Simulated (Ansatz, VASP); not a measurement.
# As: VASP beside Ansatz

```
As
1.0
     1.91841    1.10760    3.51406
    -1.91841    1.10760    3.51406
     0.00000   -2.21519    3.51406
As
2
Direct
  0.22600 0.22600 0.22600
  0.77400 0.77400 0.77400
```

Alike in both runs: task single point; functional PBEsol; k mesh 7 × 7 × 7; occupations fermi-dirac, width 0.05 eV; no spin polarisation.

```csv
,VASP,Ansatz
version,VASP 6.6.1,Ansatz 0.2.0
potentials or method,"VASP PAW PBE potentials, release 64 (As)",Ansatz PAW
plane-wave cutoff (eV),520,420
valence electrons in the cell,10,30
```

```csv
,VASP,Ansatz,Ansatz less VASP
gap on the k mesh at the Fermi level (eV),0.09,0.09,-0.007
least direct gap on the mesh (eV),0.67,0.67,0.000
pressure (GPa),-2.7,-3.0,-0.33
"traceless stress, the component that is largest in VASP (GPa)",0.49,0.60,+0.112
rms of the force components (eV/Å),0.110,0.078,-0.0320
```

VASP's potentials were made for PBE, not for PBEsol. Atom by atom the forces differ by 0.032 eV/Å (rms over components). VASP's potentials hold 10 valence electrons a cell and Ansatz's 30, so a difference there can come from the potentials and not from the codes.

Noted on Ansatz's run: odd divisions of the mesh miss points on the zone boundary, where band edges often lie, so the gap on the mesh can be too wide.
